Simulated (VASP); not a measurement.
Write the native input for VASP 6.6.1 that does the following.

- Task: relaxation of cell and atoms
- Functional: PBE
- Potentials or basis: VASP PAW PBE potentials, release 64 (Li_sv, F)
- Cutoff: 600 eV
- k mesh: 12 × 12 × 10
- Occupations: gaussian, width 0.02 eV
- Spin: no spin polarisation
- Dipole correction: no
- Further INCAR settings: ALGO = Normal; EDIFF = 1e-06; IBRION = 2; EDIFFG = -0.01; NSW = 100; ISIF = 3

The structure of LiF lies in POSCAR:

```
LiF
1.0
    2.8044847485      0.0000000000      0.0000000000
   -1.4022423742      2.4287550367      0.0000000000
    0.0000000000      0.0000000000      2.5719193809
Li F
1 1
Direct
    0.3333333333      0.6666666667      0.0000000000
    0.6666666667      0.3333333333      0.5000000000
```

The input as run:

INCAR

```
SYSTEM = LiF
  ALGO = Normal
  EDIFF = 1E-6
  EDIFFG = -0.01
  ENCUT = 600
  GGA = PE
  IBRION = 2
  ISIF = 3
  ISMEAR = 0
  LASPH = .TRUE.
  LCHARG = .FALSE.
  LREAL = .FALSE.
  LWAVE = .FALSE.
  NELM = 60
  NSW = 100
  PREC = Accurate
  SIGMA = 0.02
```

KPOINTS

```
k-points
0
G
  12 12 10
  0 0 0
```

Potentials or basis: VASP PAW PBE potentials, release 64 (Li_sv, F).

Launch:

```console
$ cat potpaw_PBE.64/Li_sv/POTCAR potpaw_PBE.64/F/POTCAR > POTCAR
$ mpirun -np 1 vasp_std > vasp.out
```

It gave:

```yaml
Relaxed_volume: 8.66 Å³/atom
Relaxed_cell: a = 2.795 Å, b = 2.795 Å, c = 2.561 Å, α = 90.00°, β = 90.00°, γ = 120.00°
Space_group_after_relaxing_to_0.05_Å: P-6m2 (No. 187)
Energy_gained_by_relaxing: 0.2 meV/atom
Ionic_steps: 3
Pressure_after_relaxing: 0.0 GPa
Band_gap_on_the_k_mesh: 7.82 eV, indirect (least direct gap 8.26 eV)
```

Caveat: the cutoff is under 1.25 times the usual one of these potentials, so pressure, stress and relaxed cells hold a basis-set (Pulay) error.

Wall time 78 s on 1 thread of AMD EPYC 7R13 (shared host), peak memory 0.12 GiB.
